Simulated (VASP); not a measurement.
# Ga3N4 (I4/mmm) in VASP: single point with PBE

Aim: the single point of Ga3N4 with PBE.

Everything below comes from runs of VASP 6.6.1. Logs are shortened: lines on timing, memory, paths and dates and some standing lists are left out, and cuts for length are marked.

## 1. The cell of the first run

The structure is tetragonal, space group I4/mmm (No. 139). The conventional cell has a = 4.420 Å, b = 4.420 Å, c = 8.749 Å, α = 90.00°, β = 90.00°, γ = 90.00°. Within 2.9 Å of Ga (site symmetry -4m2) lie 6 N at 2.19 to 2.21 Å. Ga (site symmetry 4/mmm) has 6 N at 2.21 to 2.24 Å within 2.9 Å. Within 2.9 Å of N (site symmetry mmm) lie 4 Ga at 2.19 to 2.21 Å. Within 2.9 Å of N (site symmetry 4mm) lie 5 Ga at 2.21 to 2.24 Å.

The cell was generated, and may not be a known phase.

## 2. Single point, PBE

Input file INCAR:

```
PREC = Accurate
ENCUT = 600
EDIFF = 1E-6
ISMEAR = 0
SIGMA = 0.1
LREAL = F
LASPH = T
NELM = 120
ALGO = Normal
ISIF = 2
LWAVE = F
LCHARG = F
GGA = PE
NBANDS = 38
GGA_COMPAT = F
```

Input file KPOINTS:

```
Automatic mesh
0
Gamma
  6 6 6
```

Input file POSCAR:

```
Ga3N4
1.0
   -2.2101373800      2.2101373800      4.3746112500
    2.2101373800     -2.2101373800      4.3746112500
    2.2101373800      2.2101373800     -4.3746112500
Ga N
3 4
Direct
    0.2500000000      0.7500000000      0.5000000000
    0.5000000000      0.5000000000      0.0000000000
    0.7500000000      0.2500000000      0.5000000000
    0.0000000000      0.5000000000      0.5000000000
    0.2441151400      0.2441151400      0.0000000000
    0.5000000000      0.0000000000      0.5000000000
    0.7558848600      0.7558848600      0.0000000000
```

Potentials or basis: VASP PAW PBE potentials, release 64 (Ga_d, N).

The run is started by

```console
$ cat potpaw_PBE.64/Ga_d/POTCAR potpaw_PBE.64/N/POTCAR > POTCAR
$ mpirun -np 1 vasp_std > vasp.out
```

OUTCAR:

```text
PREC = Accurate
   ENCUT = 600
   EDIFF = 1E-6
   ISMEAR = 0
   LREAL = F
   LASPH = T
   NELM = 120
   ISIF = 2
   GGA = PE

 ion  position               nearest neighbor table
   1  0.250  0.750  0.500-   4 2.19   6 2.19   5 2.21   7 2.21   7 2.21   5 2.21
   2  0.500  0.500  0.000-   4 2.21   6 2.21   6 2.21   4 2.21   5 2.24   7 2.24
   3  0.750  0.250  0.500-   4 2.19   6 2.19   5 2.21   7 2.21   7 2.21   5 2.21
   4  0.000  0.500  0.500-   1 2.19   3 2.19   2 2.21   2 2.21
   5  0.244  0.244  0.000-   3 2.21   1 2.21   1 2.21   3 2.21   2 2.24
   6  0.500  0.000  0.500-   1 2.19   3 2.19   2 2.21   2 2.21
   7  0.756  0.756  0.000-   1 2.21   3 2.21   3 2.21   1 2.21   2 2.24

  LATTYP: Found a body centered tetragonal cell.
 ALAT       =     4.4202747600
 C/A-ratio  =     1.9793390626

  Lattice vectors:

 A1 = (  -2.2101373800,   2.2101373800,   4.3746112500)
 A2 = (   2.2101373800,  -2.2101373800,   4.3746112500)
 A3 = (   2.2101373800,   2.2101373800,  -4.3746112500)

Analysis of symmetry for initial positions (statically):
=====================================================================
 Subroutine PRICEL returns:
 Original cell was already a primitive cell.

 Routine SETGRP: Setting up the symmetry group for a
 body centered tetragonal supercell.

 Subroutine GETGRP returns: Found 16 space group operations
 (whereof 16 operations were pure point group operations)
 out of a pool of 16 trial point group operations.

The static configuration has the point symmetry D_4h.

Analysis of symmetry for dynamics (positions and initial velocities):
=====================================================================
 Subroutine PRICEL returns:
 Original cell was already a primitive cell.

 Routine SETGRP: Setting up the symmetry group for a
 body centered tetragonal supercell.

 Subroutine GETGRP returns: Found 16 space group operations
 (whereof 16 operations were pure point group operations)
 out of a pool of 16 trial point group operations.

The dynamic configuration has the point symmetry D_4h.

 Subroutine INISYM returns: Found 16 space group operations
 (whereof 16 operations are pure point group operations),
 and found     1 'primitive' translations

----------------------------------------------------------------------------------------

                                     Primitive cell

  volume of cell :      85.4748

  direct lattice vectors                    reciprocal lattice vectors
    -2.210137380  2.210137380  4.374611250     0.000000000  0.226230281  0.114295870
     2.210137380 -2.210137380  4.374611250     0.226230281  0.000000000  0.114295870
     2.210137380  2.210137380 -4.374611250     0.226230281  0.226230281  0.000000000

  length of vectors
     5.376489381  5.376489381  5.376489381     0.253463382  0.253463382  0.319937931

  position of ions in fractional coordinates (direct lattice)
     0.250000000  0.750000000  0.500000000
     0.500000000  0.500000000  0.000000000
     0.750000000  0.250000000  0.500000000
     0.000000000  0.500000000  0.500000000
     0.244115140  0.244115140  0.000000000
     0.500000000  0.000000000  0.500000000
     0.755884860  0.755884860  0.000000000

  ion indices of the primitive-cell ions
   primitive index   ion index
                 1           1
                 2           2
                 3           3
                 4           4
                 5           5
                 6           6
                 7           7

----------------------------------------------------------------------------------------

 KPOINTS: Automatic mesh

Automatic generation of k-mesh.
 Grid dimensions read from file:
 generate k-points for:    6    6    6

 Generating k-lattice:

  Cartesian coordinates                     Fractional coordinates (reciprocal lattice)
     0.000000000  0.037705047  0.019049312     0.166666667 -0.000000000  0.000000000
     0.037705047  0.000000000  0.019049312    -0.000000000  0.166666667  0.000000000
     0.037705047  0.037705047  0.000000000     0.000000000  0.000000000  0.166666667

  Length of vectors
     0.042243897  0.042243897  0.053322989

  Shift w.r.t. Gamma in fractional coordinates (k-lattice)
     0.000000000  0.000000000  0.000000000

 Subroutine IBZKPT returns following result:
 ===========================================

 Found     30 irreducible k-points:

 Following reciprocal coordinates:
            Coordinates               Weight
  0.000000  0.000000  0.000000      1.000000
  0.166667  0.000000 -0.000000      8.000000
  0.333333  0.000000  0.000000      8.000000
  0.500000  0.000000 -0.000000      4.000000
  0.166667  0.166667 -0.000000      8.000000
  0.333333  0.166667 -0.000000     16.000000
[... 16 lines left out ...]
 -0.333333 -0.333333  0.166667      8.000000
 -0.166667 -0.333333  0.166667      8.000000
 [... further k-points ...]
   k-points           NKPTS =     30   k-points in BZ     NKDIM =     30   number of bands    NBANDS=     38
   number of dos      NEDOS =    301   number of ions     NIONS =      7
   total plane-waves  NPLWV = 110592
   dimension x,y,z NGX =    48 NGY =   48 NGZ =   48
   dimension x,y,z NGXF=    96 NGYF=   96 NGZF=   96
   ions per type =               3   4
   NGX,Y,Z   is equivalent  to a cutoff of  14.84, 14.84, 14.84 a.u.
   NGXF,Y,Z  is equivalent  to a cutoff of  29.68, 29.68, 29.68 a.u.
 SYSTEM =  unknown system
   PREC   = accura    normal or accurate (medium, high low for compatibility)
   ISTART =      0    job   : 0-new  1-cont  2-samecut
   ICHARG =      2    charge: 1-file 2-atom 10-const
   ISPIN  =      1    spin polarized calculation?
   LNONCOLLINEAR =      F non collinear calculations
   LSORBIT =      F    spin-orbit coupling
   LASPH  =      T    aspherical Exc in radial PAW
   ENCUT  =  600.0 eV  44.10 Ry    6.64 a.u.  10.74 10.74 10.74*2*pi/ulx,y,z
   NELM   =    120;   NELMIN=  2; NELMDL= -5     # of ELM steps
   EDIFF  = 0.1E-05   stopping-criterion for ELM
   LREAL  =      F    real-space projection
   EDIFFG = 0.1E-04   stopping-criterion for IOM
   NSW    =      0    number of steps for IOM
   IBRION =     -1    ionic relax: 0-MD 1-quasi-New 2-CG
   NFREE  =      0    steps in history (QN), initial steepest desc. (CG)
   ISIF   =      2    stress and relaxation
   ISYM   =      2    0-nonsym 1-usesym 2-fastsym
   POTIM  = 0.5000    time-step for ionic-motion
   TEBEG  =    0.0;   TEEND  =   0.0 temperature during run
   PSTRESS=    0.0 pullay stress
   NELECT =      59.0000    total number of electrons
   NUPDOWN=      -1.0000    fix difference up-down
   EMIN   =  10.00;   EMAX   =-10.00  energy-range for DOS
   EFERMI =   0.00;   METHOD = LEGACY
   ISMEAR =     0;   SIGMA  =   0.10  broadening in eV -4-tet -1-fermi 0-gaus
   EFERMI_NEDOS =   21; number of points for ismear=-14 and -15
   IALGO  =     38    algorithm
   IMIX   =      4    mixing-type and parameters
     AMIX     =   0.40;   BMIX     =  1.00
     AMIX_MAG =   1.60;   BMIX_MAG =  1.00
  volume/ion in A,a.u.               =      12.21        82.40
  Fermi-wavevector in a.u.,A,eV,Ry     =   1.446814  2.734083 28.480695  2.093272
  Thomas-Fermi vector in A             =   2.564840
   LORBIT       =      0    0 simple, 1 ext, 2 COOP (PROOUT), +10 PAW based schemes
   GGA     = PE    functional components
   LHFCALC =     F    Hartree Fock is set to
   AEXX    =    0.0000 exact exchange contribution
   IVDW    =     0    specifies the selected vdW correction
   LEPSILON=     F    determine dielectric tensor
   LRPA    =     F    only Hartree local field effects (RPA)
 non-spin polarized calculation
 Gauss-broadening in eV      SIGMA  =   0.10
  energy-cutoff  :      600.00
  volume of cell :       85.47
 maximum number of plane-waves:      2881
 NGX is ok and might be reduce to    48
   NGX = 21   NGY = 21   NGZ = 21

 number of electron      59.0000001 magnetization

 Free energy of the ion-electron system (eV)
  ---------------------------------------------------
  ext. energy  EPLUGINS =         0.00000000
  ---------------------------------------------------
  free energy    TOTEN  =       -36.13459469 eV

  energy without entropy =      -36.10532497  energy(sigma->0) =      -36.11995983

 E-fermi :   3.9417     XC(G=0): -11.2864

 val. band max:        3.9389475888   @ k =   0.5000   0.1667  -0.0000
 cond. band min:       3.9476239881   @ k =   0.5000   0.5000   0.5000
 fundamental gap:      0.0086763993
 Fermi energy:         3.9416970756

 k-point     1 :       0.0000    0.0000    0.0000
  band No.  band energies     occupation
      1     -11.3191      2.00000
      2     -10.7532      2.00000
      3     -10.7077      2.00000
      4     -10.3668      2.00000
      5      -9.9078      2.00000
      6      -9.8320      2.00000
[... 30 lines left out ...]
     37      14.0435      0.00000
     38      14.0543      0.00000

 k-point     2 :       0.1667    0.0000   -0.0000
  band No.  band energies     occupation
      1     -11.1487      2.00000
      2     -10.7123      2.00000
      3     -10.6442      2.00000
      4     -10.3546      2.00000
      5      -9.8940      2.00000
      6      -9.8452      2.00000
[... 30 lines left out ...]
     37      13.2353      0.00000
     38      13.9441      0.00000

 k-point     3 :       0.3333    0.0000    0.0000
  band No.  band energies     occupation
      1     -10.7577      2.00000
      2     -10.6183      2.00000
      3     -10.4952      2.00000
      4     -10.2673      2.00000
      5      -9.8657      2.00000
      6      -9.8520      2.00000
[... 30 lines left out ...]
     37      13.4850      0.00000
[... 781 lines left out ...]
 k-point    23 :      -0.3333   -0.3333    0.1667
  band No.  band energies     occupation
      1     -10.7704      2.00000
      2     -10.6087      2.00000
      3     -10.5619      2.00000
      4     -10.3613      2.00000
      5      -9.8887      2.00000
      6      -9.8721      2.00000
[... 30 lines left out ...]
     37      13.3037      0.00000
     38      13.8026      0.00000

 k-point    24 :      -0.1667   -0.3333    0.1667
  band No.  band energies     occupation
      1     -10.9462      2.00000
      2     -10.7049      2.00000
      3     -10.5752      2.00000
      4     -10.4933      2.00000
      5      -9.8914      2.00000
      6      -9.8695      2.00000
[... 30 lines left out ...]
     37      13.6579      0.00000
     38      13.7976      0.00000

 [... further k-points ...]

------------------------ aborting loop because EDIFF is reached ----------------------------------------

  FORCE on cell =-STRESS in cart. coord.  units (eV):
  Direction    XX          YY          ZZ          XY          YZ          ZX
  --------------------------------------------------------------------------------------
  -------------------------------------------------------------------------------------
  Total      -10.0319292    -10.0319292    -10.5005242      0.0000000     -0.0000000      0.0000000
  in kB     -188.0429459   -188.0429459   -196.8264984      0.0000000     -0.0000000      0.0000000
  external PRESSURE =    -190.9707968 kB  Pullay stress =       0.0000000 kB

 VOLUME and BASIS-vectors are now :
 -----------------------------------------------------------------------------
  energy-cutoff  :      600.00
  volume of cell :       85.47
      direct lattice vectors                 reciprocal lattice vectors
    -2.210137380  2.210137380  4.374611250     0.000000000  0.226230281  0.114295870
     2.210137380 -2.210137380  4.374611250     0.226230281  0.000000000  0.114295870
     2.210137380  2.210137380 -4.374611250     0.226230281  0.226230281  0.000000000

 POSITION                                       TOTAL-FORCE (eV/Angst)
 -----------------------------------------------------------------------------------
      2.21014      0.00000      2.18731        -0.000000     -0.000000      0.000000
      0.00000      0.00000      4.37461        -0.000000     -0.000000      0.000000
      0.00000      2.21014      2.18731        -0.000000     -0.000000      0.000000
      2.21014      0.00000      0.00000        -0.000000     -0.000000      0.000000
      0.00000      0.00000      2.13582         0.000000      0.000000      1.562381
      0.00000      2.21014      0.00000        -0.000000     -0.000000      0.000000
      0.00000      0.00000      6.61340         0.000000      0.000000     -1.562381
 -----------------------------------------------------------------------------------
    total drift:                                0.000000     -0.000000      0.000000

  FREE ENERGIE OF THE ION-ELECTRON SYSTEM (eV)
  ---------------------------------------------------
  free  energy   TOTEN  =       -36.1345946875 eV

  energy  without entropy=      -36.1053249681  energy(sigma->0) =      -36.11995983
```

Run time: 3.7 min. Hardware: 1 thread of AMD EPYC 7R13 (Zen 3), shared host; peak memory 0.33 GiB.

Results:

```yaml
Free_energy: -36.1346 eV
Pressure: -19.1 GPa
Largest_force: 1.562 eV/Å
Band_gap_on_the_k_mesh: zero (an odd number of electrons rules out a gap without spin polarisation)
```

Forces in eV/Å, atoms in the order of the input:
```
Ga   0.000  0.000  0.000
Ga   0.000  0.000  0.000
Ga   0.000  0.000  0.000
N    0.000  0.000  0.000
N    0.000  0.000  1.562
N    0.000  0.000  0.000
N    0.000  0.000 -1.562
```

Caveat: the cell stands under tension; an odd number of electrons without spin polarisation forces a metal; a magnetic or distorted state may lie lower.
